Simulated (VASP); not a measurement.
ZrC: single point with LDA

Crystal: ZrC.

```
Zr C
1.0
     0.00000    2.29369    2.37480
     2.29369    0.00000    2.37480
     2.29369    2.29369    0.00000
Zr C
1 1
Direct
  0.49675 0.50325 0.50325
  0.02471 0.97529 0.97529
```

This cell differs from its parent crystal: mode 4 frozen in at -0.115 Å, strain +e along z and -e/2 along x and y +0.0233.

```json
{
 "Program": "VASP 6.6.1",
 "Task": "single point",
 "Functional": "LDA",
 "Potentials or basis": "VASP PAW LDA potentials, release 64 (Zr_sv, C)",
 "Cutoff": "520 eV",
 "k mesh": "16 × 16 × 16",
 "Occupations": "gaussian, width 0.15 eV",
 "Spin": "no spin polarisation"
}
```

```
Pressure               : 2.9 GPa
Largest force          : 1.207 eV/Å
Band gap on the k mesh : zero (band 8 reaches 10.51 eV, above the bottom of band 9 at 9.41 eV)
```

Forces on the atoms (eV/Å):
```
Zr  -1.207  0.000  0.000
C    1.207  0.000  0.000
```

Stress tensor (GPa, compression positive):
```
11.34  0.00  0.00
 0.00  5.60  0.00
 0.00  0.00 -8.13
```

Levels at points of the mesh, in eV from the Fermi level:
| k point | band 5 | band 6 | band 7 | band 8 | band 9 | band 10 | band 11 | band 12 |
| --- | --- | --- | --- | --- | --- | --- | --- | --- |
| (0.00, 0.00, 0.00) | -11.32 | 0.04 | 0.19 | 0.55 | 1.12 | 1.73 | 1.74 | 2.64 |
| (0.50, 0.00, 0.00) | -8.00 | -5.49 | -3.15 | -3.06 | 4.45 | 4.74 | 5.47 | 6.61 |
| (0.50, 0.50, 0.00) | -10.17 | -2.27 | -2.24 | 0.14 | 0.54 | 4.73 | 5.83 | 5.83 |
| (0.50, 0.00, 0.50) | -10.16 | -2.30 | -1.87 | 0.07 | 0.25 | 4.68 | 5.64 | 6.05 |
| (0.00, 0.50, 0.50) | -10.16 | -2.01 | -1.79 | -0.09 | 0.11 | 4.58 | 5.64 | 6.05 |

Wall time 96 s on 1 thread of Intel(R) Xeon(R) 6975P-C (Granite Rapids), on a shared host, peak memory 0.32 GiB.

Caveat: the cell differs from its parent crystal (mode 4 frozen in at -0.115 Å, strain +e along z and -e/2 along x and y +0.0233); forces of over 1 eV/Å act on the atoms, so gaps and moduli don't describe the material at rest.
